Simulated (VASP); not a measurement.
# MoS2 (R3m) in VASP: notebook

The runs below take MoS2 through single point, relaxation of cell and atoms, with r2SCAN, PBE+D3(BJ).

Program: VASP 6.6.1. These are calculated values, not measurements. Logs are shortened: lines on timing, memory, paths and dates and some standing lists are left out, and cuts for length are marked.

### Step 1. The cell of the first run

It takes space group R3m (No. 160, trigonal). The conventional cell has a = 3.175 Å, b = 3.175 Å, c = 18.582 Å, α = 90.00°, β = 90.00°, γ = 120.00°. Within 3.2 Å of Mo (site symmetry 3m) lie 6 S at 2.40 Å and 6 Mo at 3.18 Å. S (site symmetry 3m) has 3 Mo at 2.40 Å and 7 S at 3.11 to 3.18 Å within 3.2 Å. S (site symmetry 3m) has 3 Mo at 2.40 Å and 7 S at 3.11 to 3.18 Å within 3.2 Å.

### Step 2. Single point, r2SCAN

Contents of POSCAR:

```
MoS2
1.0
    1.5875903891      0.9165957385      6.1939349653
   -1.5875903891      0.9165957385      6.1939349653
    0.0000000000     -1.8331914770      6.1939349653
Mo S
1 2
Direct
    0.9997635220      0.9997635220      0.9997635220
    0.4167796975      0.4167796975      0.4167796975
    0.2494577807      0.2494577807      0.2494577807
```

Contents of INCAR.step1:

```
PREC = Accurate
ENCUT = 520
ISMEAR = 0
SIGMA = 0.01
LREAL = False
LASPH = True
NELM = 80
NBANDS = 20
GGA = PE
ALGO = Normal
EDIFF = 1E-4
LWAVE = True
LCHARG = False
```

Contents of INCAR.step2:

```
PREC = Accurate
ENCUT = 520
EDIFF = 1E-7
ISMEAR = 0
SIGMA = 0.01
LREAL = False
LASPH = True
NELM = 80
ALGO = Normal
ISIF = 2
LWAVE = False
LCHARG = False
METAGGA = R2SCAN
LMIXTAU = True
NBANDS = 20
ISTART = 1
```

Contents of KPOINTS:

```
regular mesh
0
Gamma
  10 10 10
```

Potentials or basis: VASP PAW PBE potentials, release 64 (Mo_sv, S).

On the command line:

```console
> cat potpaw_PBE.64/Mo_sv/POTCAR potpaw_PBE.64/S/POTCAR > POTCAR
> cp INCAR.step1 INCAR
> mpirun -np 1 vasp_std > vasp.out
> cp INCAR.step2 INCAR
> mpirun -np 1 vasp_std > vasp.out
```

OUTCAR:

```text
PREC = Accurate
   ENCUT = 520
   EDIFF = 1E-7
   ISMEAR = 0
   LREAL = False
   LASPH = True
   NELM = 80
   ISIF = 2
   METAGGA = R2SCAN
   ISTART = 1

 ion  position               nearest neighbor table
   1  1.000  1.000  1.000-   3 2.40   3 2.40   3 2.40   2 2.40   2 2.40   2 2.40
   2  0.417  0.417  0.417-   1 2.40   1 2.40   1 2.40
   3  0.249  0.249  0.249-   1 2.40   1 2.40   1 2.40

  LATTYP: Found a trigonal (rhomboedric) cell.
 ALAT       =     6.4595217583
 COS(alpha) =     0.8791890813

  Lattice vectors:

 A1 = (   1.5875903891,   0.9165957385,   6.1939349653)
 A2 = (  -1.5875903891,   0.9165957385,   6.1939349653)
 A3 = (   0.0000000000,  -1.8331914770,   6.1939349653)

Analysis of symmetry for initial positions (statically):
=====================================================================
 Subroutine PRICEL returns:
 Original cell was already a primitive cell.

 Routine SETGRP: Setting up the symmetry group for a
 trigonal (rhombohedral) supercell.

 Subroutine GETGRP returns: Found  6 space group operations
 (whereof  6 operations were pure point group operations)
 out of a pool of 12 trial point group operations.

The static configuration has the point symmetry C_3v.

Analysis of symmetry for dynamics (positions and initial velocities):
=====================================================================
 Subroutine PRICEL returns:
 Original cell was already a primitive cell.

 Routine SETGRP: Setting up the symmetry group for a
 trigonal (rhombohedral) supercell.

 Subroutine GETGRP returns: Found  6 space group operations
 (whereof  6 operations were pure point group operations)
 out of a pool of 12 trial point group operations.

The dynamic configuration has the point symmetry C_3v.

 Subroutine INISYM returns: Found  6 space group operations
 (whereof  6 operations are pure point group operations),
 and found     1 'primitive' translations

----------------------------------------------------------------------------------------

                                     Primitive cell

  volume of cell :      54.0797

  direct lattice vectors                    reciprocal lattice vectors
     1.587590389  0.916595738  6.193934965     0.314942698  0.181832251  0.053816085
    -1.587590389  0.916595738  6.193934965    -0.314942698  0.181832251  0.053816085
     0.000000000 -1.833191477  6.193934965     0.000000000 -0.363664503  0.053816085

  length of vectors
     6.459521758  6.459521758  6.459521758     0.367624865  0.367624865  0.367624865

  position of ions in fractional coordinates (direct lattice)
     0.999763522  0.999763522  0.999763522
     0.416779697  0.416779697  0.416779697
     0.249457781  0.249457781  0.249457781

  ion indices of the primitive-cell ions
   primitive index   ion index
                 1           1
                 2           2
                 3           3

----------------------------------------------------------------------------------------

 KPOINTS: regular mesh

Automatic generation of k-mesh.
 Grid dimensions read from file:
 generate k-points for:   10   10   10

 Generating k-lattice:

  Cartesian coordinates                     Fractional coordinates (reciprocal lattice)
     0.031494270  0.018183225  0.005381609     0.100000000  0.000000000  0.000000000
    -0.031494270  0.018183225  0.005381609     0.000000000  0.100000000  0.000000000
     0.000000000 -0.036366450  0.005381609     0.000000000  0.000000000  0.100000000

  Length of vectors
     0.036762487  0.036762487  0.036762487

  Shift w.r.t. Gamma in fractional coordinates (k-lattice)
     0.000000000  0.000000000  0.000000000

 Subroutine IBZKPT returns following result:
 ===========================================

 Found    116 irreducible k-points:

 Following reciprocal coordinates:
            Coordinates               Weight
  0.000000  0.000000  0.000000      1.000000
  0.100000  0.000000 -0.000000      6.000000
  0.200000  0.000000 -0.000000      6.000000
  0.300000  0.000000 -0.000000      6.000000
  0.400000  0.000000 -0.000000      6.000000
  0.500000  0.000000 -0.000000      3.000000
[... 16 lines left out ...]
  0.300000  0.300000 -0.000000      6.000000
  0.400000  0.300000 -0.000000     12.000000
 [... further k-points ...]
   k-points           NKPTS =    116   k-points in BZ     NKDIM =    116   number of bands    NBANDS=     20
   number of dos      NEDOS =    301   number of ions     NIONS =      3
   total plane-waves  NPLWV = 110592
   dimension x,y,z NGX =    48 NGY =   48 NGZ =   48
   dimension x,y,z NGXF=    96 NGYF=   96 NGZF=   96
   ions per type =               1   2
   NGX,Y,Z   is equivalent  to a cutoff of  12.35, 12.35, 12.35 a.u.
   NGXF,Y,Z  is equivalent  to a cutoff of  24.71, 24.71, 24.71 a.u.
 SYSTEM =  unknown system
   PREC   = accura    normal or accurate (medium, high low for compatibility)
   ISTART =      1    job   : 0-new  1-cont  2-samecut
   ICHARG =      0    charge: 1-file 2-atom 10-const
   ISPIN  =      1    spin polarized calculation?
   LNONCOLLINEAR =      F non collinear calculations
   LSORBIT =      F    spin-orbit coupling
   LASPH  =      T    aspherical Exc in radial PAW
   ENCUT  =  520.0 eV  38.22 Ry    6.18 a.u.  12.01 12.01 12.01*2*pi/ulx,y,z
   NELM   =     80;   NELMIN=  2; NELMDL=  0     # of ELM steps
   EDIFF  = 0.1E-06   stopping-criterion for ELM
   LREAL  =      F    real-space projection
   EDIFFG = 0.1E-05   stopping-criterion for IOM
   NSW    =      0    number of steps for IOM
   IBRION =     -1    ionic relax: 0-MD 1-quasi-New 2-CG
   NFREE  =      0    steps in history (QN), initial steepest desc. (CG)
   ISIF   =      2    stress and relaxation
   ISYM   =      2    0-nonsym 1-usesym 2-fastsym
   POTIM  = 0.5000    time-step for ionic-motion
   TEBEG  =    0.0;   TEEND  =   0.0 temperature during run
   PSTRESS=    0.0 pullay stress
   NELECT =      26.0000    total number of electrons
   NUPDOWN=      -1.0000    fix difference up-down
   EMIN   =  10.00;   EMAX   =-10.00  energy-range for DOS
   EFERMI =   0.00;   METHOD = LEGACY
   ISMEAR =     0;   SIGMA  =   0.01  broadening in eV -4-tet -1-fermi 0-gaus
   EFERMI_NEDOS =   21; number of points for ismear=-14 and -15
   IALGO  =     38    algorithm
   IMIX   =      4    mixing-type and parameters
     AMIX     =   0.40;   BMIX     =  1.00
     AMIX_MAG =   1.60;   BMIX_MAG =  1.00
  volume/ion in A,a.u.               =      18.03       121.65
  Fermi-wavevector in a.u.,A,eV,Ry     =   1.282492  2.423558 22.378657  1.644785
  Thomas-Fermi vector in A             =   2.414800
   LORBIT       =      0    0 simple, 1 ext, 2 COOP (PROOUT), +10 PAW based schemes
   METAGGA = R2SCAN    functional components
   LHFCALC =     F    Hartree Fock is set to
   AEXX    =    0.0000 exact exchange contribution
   IVDW    =     0    specifies the selected vdW correction
   LEPSILON=     F    determine dielectric tensor
   LRPA    =     F    only Hartree local field effects (RPA)
 non-spin polarized calculation
 Gauss-broadening in eV      SIGMA  =   0.01
  energy-cutoff  :      520.00
  volume of cell :       54.08
 maximum number of plane-waves:      1474
   NGX = 23   NGY = 23   NGZ = 23

 number of electron      25.9999998 magnetization

 Free energy of the ion-electron system (eV)
  ---------------------------------------------------
  ext. energy  EPLUGINS =         0.00000000
  ---------------------------------------------------
  free energy    TOTEN  =       -45.02812845 eV

  energy without entropy =      -45.02812845  energy(sigma->0) =      -45.02812845

 E-fermi :   7.4966     XC(G=0): -11.4301

 val. band max:        7.2982208340   @ k =   0.5000   0.5000   0.5000
 cond. band min:       8.3877846363   @ k =  -0.2000   0.2000   0.0000
 fundamental gap:      1.0895638023
 Fermi energy:         7.4965992095

 k-point     1 :       0.0000    0.0000    0.0000
  band No.  band energies     occupation
      1     -56.2242      2.00000
      2     -29.6448      2.00000
      3     -29.4235      2.00000
      4     -29.4235      2.00000
      5      -8.3824      2.00000
      6      -6.6567      2.00000
[... 12 lines left out ...]
     19      16.1025      0.00000
     20      16.3320      0.00000

 k-point     2 :       0.1000    0.0000   -0.0000
  band No.  band energies     occupation
      1     -56.2201      2.00000
      2     -29.6367      2.00000
      3     -29.4637      2.00000
      4     -29.4326      2.00000
      5      -8.2245      2.00000
      6      -6.6084      2.00000
[... 12 lines left out ...]
     19      16.3723      0.00000
     20      16.7320      0.00000

 k-point     3 :       0.2000    0.0000   -0.0000
  band No.  band energies     occupation
      1     -56.2094      2.00000
      2     -29.6155      2.00000
      3     -29.5679      2.00000
      4     -29.4563      2.00000
      5      -7.7855      2.00000
      6      -6.4741      2.00000
[... 12 lines left out ...]
     19      16.4817      0.00000
     20      16.9172      0.00000

 k-point     4 :       0.3000    0.0000   -0.0000
  band No.  band energies     occupation
      1     -56.1961      2.00000
      2     -29.6944      2.00000
      3     -29.5891      2.00000
      4     -29.4855      2.00000
      5      -7.1746      2.00000
      6      -6.2905      2.00000
[... 12 lines left out ...]
     19      15.5279      0.00000
     20      15.9898      0.00000

 k-point     5 :       0.4000    0.0000   -0.0000
  band No.  band energies     occupation
      1     -56.1854      2.00000
      2     -29.7950      2.00000
      3     -29.5677      2.00000
      4     -29.5090      2.00000
      5      -6.5949      2.00000
      6      -6.1262      2.00000
[... 12 lines left out ...]
     19      14.8005      0.00000
     20      15.3111      0.00000
[... 353 lines left out ...]
      6      -6.0275      2.00000
[... 12 lines left out ...]
     19      15.8477      0.00000
     20      16.8128      0.00000

 k-point    22 :      -0.2000    0.2000    0.0000
  band No.  band energies     occupation
      1     -56.1900      2.00000
      2     -29.7158      2.00000
      3     -29.5769      2.00000
      4     -29.5367      2.00000
      5      -6.8775      2.00000
      6      -6.1709      2.00000
[... 12 lines left out ...]
     19      15.9845      0.00000
     20      16.8164      0.00000

 k-point    23 :       0.3000    0.3000   -0.0000
  band No.  band energies     occupation
      1     -56.1961      2.00000
      2     -29.6944      2.00000
      3     -29.5891      2.00000
      4     -29.4855      2.00000
      5      -7.1275      2.00000
      6      -6.3563      2.00000
[... 12 lines left out ...]
     19      15.6993      0.00000
     20      16.3440      0.00000

 k-point    24 :       0.4000    0.3000   -0.0000
  band No.  band energies     occupation
      1     -56.1887      2.00000
      2     -29.7473      2.00000
      3     -29.5744      2.00000
      4     -29.5192      2.00000
      5      -6.7358      2.00000
      6      -6.2423      2.00000
[... 12 lines left out ...]
     19      15.4093      0.00000
     20      16.3943      0.00000

 [... further k-points ...]

------------------------ aborting loop because EDIFF is reached ----------------------------------------

  FORCE on cell =-STRESS in cart. coord.  units (eV):
  Direction    XX          YY          ZZ          XY          YZ          ZX
  --------------------------------------------------------------------------------------
  -------------------------------------------------------------------------------------
  Total        0.4328219      0.4328219      0.3546278      0.0000000      0.0000000      0.0000000
  in kB       12.8228822     12.8228822     10.5062854      0.0000000      0.0000000      0.0000000
  external PRESSURE =      12.0506833 kB  Pullay stress =       0.0000000 kB

 VOLUME and BASIS-vectors are now :
 -----------------------------------------------------------------------------
  energy-cutoff  :      520.00
  volume of cell :       54.08
      direct lattice vectors                 reciprocal lattice vectors
     1.587590389  0.916595738  6.193934965     0.314942698  0.181832251  0.053816085
    -1.587590389  0.916595738  6.193934965    -0.314942698  0.181832251  0.053816085
     0.000000000 -1.833191477  6.193934965     0.000000000 -0.363664503  0.053816085

 POSITION                                       TOTAL-FORCE (eV/Angst)
 -----------------------------------------------------------------------------------
      0.00000      0.00000     18.57741         0.000000      0.000000     -0.000492
      0.00000      0.00000      7.74452         0.000000     -0.000000     -0.051646
      0.00000      0.00000      4.63538         0.000000      0.000000      0.052138
 -----------------------------------------------------------------------------------
    total drift:                               -0.000000     -0.000000     -0.000210

  FREE ENERGIE OF THE ION-ELECTRON SYSTEM (eV)
  ---------------------------------------------------
  free  energy   TOTEN  =       -45.0281284523 eV

  energy  without entropy=      -45.0281284523  energy(sigma->0) =      -45.02812845
```

Wall time 25 min (1 thread of Intel Xeon Platinum 8375C at 2.90GHz (Ice Lake), shared host); peak memory 0.42 GiB.

What came out:

```yaml
Free_energy: -45.0281 eV
Pressure: 1.2 GPa
Largest_force: 0.052 eV/Å
Band_gap_on_the_k_mesh: 1.09 eV (least direct gap 2.04 eV)
```

Forces on the atoms (eV/Å):
```
Mo   0.000  0.000  0.000
S    0.000  0.000 -0.052
S    0.000  0.000  0.052
```

Caveat: the PAW data sets were made with another functional, which shifts forces and pressure a little. A k mesh can miss the band edges.

### Step 3. Relaxation of cell and atoms, PBE+D3(BJ)

This run uses another cell than the first one, of 18.97 Å³/atom.

Contents of INCAR:

```
  ALGO = Normal
  EDIFF = 1E-7
  EDIFFG = -0.005
  ENCUT = 600
  GGA = PE
  IBRION = 2
  ISIF = 3
  ISMEAR = -1
  IVDW = 12
  LASPH = True
  LCHARG = False
  LREAL = False
  LWAVE = False
  NELM = 60
  NSW = 80
  PREC = Accurate
  SIGMA = 0.02
```

Contents of KPOINTS:

```
k-points
0
Gamma
  8 8 8
```

Contents of POSCAR:

```
MoS2
1.0
    1.5921519155      0.9192293370      6.4820983796
   -1.5921519155      0.9192293370      6.4820983796
    0.0000000000     -1.8384586740      6.4820983796
Mo S
1 2
Direct
    0.9997750400      0.9997750400      0.9997750400
    0.4129302200      0.4129302200      0.4129302200
    0.2532957400      0.2532957400      0.2532957400
```

Potentials or basis: VASP PAW PBE potentials, release 64 (Mo_sv, S).

On the command line:

```console
> cat potpaw_PBE.64/Mo_sv/POTCAR potpaw_PBE.64/S/POTCAR > POTCAR
> mpirun -np 1 vasp_std > vasp.out
```

OUTCAR:

```text
EDIFF = 1E-7
   EDIFFG = -0.005
   ENCUT = 600
   GGA = PE
   IBRION = 2
   ISIF = 3
   ISMEAR = -1
   IVDW = 12
   LASPH = True
   LREAL = False
   NELM = 60
   NSW = 80
   PREC = Accurate
 IVDW          = 12

 ion  position               nearest neighbor table
   1  1.000  1.000  1.000-   3 2.41   3 2.41   3 2.41   2 2.41   2 2.41   2 2.41
   2  0.413  0.413  0.413-   1 2.41   1 2.41   1 2.41
   3  0.253  0.253  0.253-   1 2.41   1 2.41   1 2.41

  LATTYP: Found a trigonal (rhomboedric) cell.
 ALAT       =     6.7377688962
 COS(alpha) =     0.8883222176

  Lattice vectors:

 A1 = (   1.5921519155,   0.9192293370,   6.4820983796)
 A2 = (  -1.5921519155,   0.9192293370,   6.4820983796)
 A3 = (   0.0000000000,  -1.8384586740,   6.4820983796)

Analysis of symmetry for initial positions (statically):
[... 381 lines left out ...]
--------------------------------------- Ionic step       13  -------------------------------------------

 number of electron      26.0000000 magnetization

 Free energy of the ion-electron system (eV)
  ---------------------------------------------------
  ext. energy  EPLUGINS =         0.00000000
  ---------------------------------------------------
  free energy    TOTEN  =       -21.76663485 eV

  energy without entropy =      -21.76663485  energy(sigma->0) =      -21.76663485

 E-fermi :   8.5805     XC(G=0): -11.0612

 val. band max:        8.1090898030   @ k =   0.5000   0.5000   0.5000
 cond. band min:       9.0039084098   @ k =  -0.2500   0.1250   0.0000
 fundamental gap:      0.8948186069
 Fermi energy:         8.5804943678

 k-point     1 :       0.0000    0.0000    0.0000
  band No.  band energies     occupation
      1     -53.5003      2.00000
      2     -27.6666      2.00000
      3     -27.4250      2.00000
      4     -27.4250      2.00000
      5      -7.0954      2.00000
      6      -5.2909      2.00000
[... 457 lines left out ...]
      4     -27.4726      2.00000
      5      -6.1280      2.00000
      6      -5.1377      2.00000
[... 9 lines left out ...]
     16      10.6372      0.00000
     17      11.0120      0.00000

 [... further k-points ...]

------------------------ aborting loop because EDIFF is reached ----------------------------------------

 Edisp (eV)   -1.32212

 E8    (eV) :    -0.5332
[... 26 lines left out ...]
  FREE ENERGIE OF THE ION-ELECTRON SYSTEM (eV)
  ---------------------------------------------------
  free  energy   TOTEN  =       -23.0887562932 eV

  energy  without entropy=      -23.0887562932  energy(sigma->0) =      -23.08875629

 reached required accuracy - stopping structural energy minimisation
```

OSZICAR:

```text
N       E                     dE             d eps       ncg     rms          rms(c)
DAV:   1     0.208887178127E+03    0.20889E+03   -0.14627E+04  2210   0.160E+03
[... 139 lines left out ...]
DAV:   1    -0.217666605198E+02    0.43099E-03   -0.18430E-03  2242   0.430E-01    0.503E-02
DAV:   2    -0.217666415314E+02    0.18988E-04   -0.23841E-04  2281   0.126E-01    0.243E-02
DAV:   3    -0.217666347933E+02    0.67381E-05   -0.36790E-05  2428   0.346E-02    0.791E-03
DAV:   4    -0.217666339664E+02    0.82694E-06   -0.52493E-06  2330   0.186E-02    0.711E-03
DAV:   5    -0.217666344055E+02   -0.43916E-06   -0.24376E-07  2062   0.411E-03    0.424E-03
DAV:   6    -0.217666348176E+02   -0.41207E-06   -0.19854E-07  1145   0.293E-03    0.745E-04
DAV:   7    -0.217666348525E+02   -0.34853E-07   -0.20724E-08  1105   0.122E-03
  13 F= -.23088756E+02 E0= -.23088756E+02  d E =-.239719E-05
```

CONTCAR:

```text
MoS2
   1.00000000000000
     1.5762402259375867    0.9100427187480270    5.9926188101790183
    -1.5762402259375867    0.9100427187480270    5.9926188101790183
     0.0000000000000000   -1.8200854374960540    5.9926188101790183
  Mo              S
     1     2
Direct
     0.9997452738595400    0.9997452738595400    0.9997452738595400
     0.4200658060984073    0.4200658060984073    0.4200658060984073
     0.2461899200420542    0.2461899200420542    0.2461899200420542

  0.00000000E+00  0.00000000E+00  0.00000000E+00
  0.00000000E+00  0.00000000E+00  0.00000000E+00
  0.00000000E+00  0.00000000E+00  0.00000000E+00
```

It took 57 min on 1 thread of Intel Xeon Platinum 8375C at 2.90GHz (Ice Lake), shared host; peak memory 0.49 GiB.

Results:

```yaml
Free_energy: -23.0888 eV
Relaxed_volume: 17.19 Å³/atom
Relaxed_cell: a = 6.263 Å, b = 6.263 Å, c = 6.263 Å, α = 29.15°, β = 29.15°, γ = 29.15°
Space_group_after_relaxing_to_0.1_Å: R3m (No. 160)
Energy_gained_by_relaxing: 17.4 meV/atom
Ionic_steps: 13
Pressure_after_relaxing: 0.0 GPa
Largest_force_after_relaxing: 0.004 eV/Å
Band_gap_on_the_k_mesh: 0.89 eV (least direct gap 2.06 eV)
Dispersion_energy_per_atom: -0.441 eV
```

Forces on the atoms (eV/Å):
```
Mo   0.000  0.000  0.004
S    0.000  0.000 -0.003
S    0.000  0.000 -0.001
```

The path:
```csv
step,energy change (eV),largest force (eV/Å),pressure (GPa),volume (Å³)
1,0.0000,0.1391,-2.18,56.92
2,-0.0048,0.5246,2.52,54.82
3,-0.0101,0.3581,0.46,55.69
4,-0.0157,0.0315,-0.36,55.31
5,-0.0158,0.0690,-0.26,55.35
6,-0.0215,0.0685,-0.26,54.96
7,-0.0367,0.0745,-0.10,53.80
8,-0.0517,0.1035,0.75,51.47
9,-0.0251,0.6644,-4.54,52.23
10,-0.0523,0.0058,0.04,51.56
11,-0.0523,0.0065,0.02,51.57
12,-0.0523,0.0194,0.00,51.59
13,-0.0523,0.0040,0.01,51.58
```

Final structure:
```
Mo S
1.0
     1.57624    0.91004    5.99262
    -1.57624    0.91004    5.99262
     0.00000   -1.82009    5.99262
Mo S
1 2
Cartesian
  0.0000 0.0000 17.9733
  0.0000 0.0000 7.5519
  0.0000 0.0000 4.4260
```
